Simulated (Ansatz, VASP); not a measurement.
## MnCu2 in VASP and in Ansatz

```xyz
3
Lattice="2.5186 0.0000 0.0000 -1.2593 2.1812 0.0000 0.0000 0.0000 7.3682" Properties=species:S:1:pos:R:3 pbc="T T T"
Mn    0.0000    0.0000    3.6841
Cu    0.0000    0.0000    1.2378
Cu    0.0000    0.0000    6.1304
```

Alike in both runs: functional PBE; k mesh 24 × 24 × 6; occupations gaussian, width 0.1 eV; collinear spin.

Ansatz relaxed the structure, and its values are those at the end. VASP's run is a single point on that final structure, the one shown.

|  | VASP | Ansatz |
| --- | --- | --- |
| version | VASP 6.6.1 | Ansatz 0.2.0 |
| potentials or method | VASP PAW PBE potentials, release 64 (Mn_pv, Cu), cutoff 520 eV | scalar-relativistic, plane waves, PAW |
| valence electrons in the cell | 35 | 53 |

VASP gave:

```
gap on the k mesh at the Fermi level (eV)                     : none
pressure (GPa)                                                : 0.5
net moment per atom (μB)                                      : 1.05
size of the moment on the site where the two differ most (μB) : 2.93
```

Problem. Estimate Ansatz's values.

Solution. gap on the k mesh at the Fermi level (eV): none; pressure (GPa): 0.0; net moment per atom (μB): 1.04; size of the moment on the site where the two differ most (μB): 2.82.

Site moments also hang on the region over which each program counts them. A gap of «none» marks a metal or a gap that the smearing closes. VASP's potentials hold 35 valence electrons a cell and Ansatz's 53, so a difference there can come from the potentials and not from the codes.
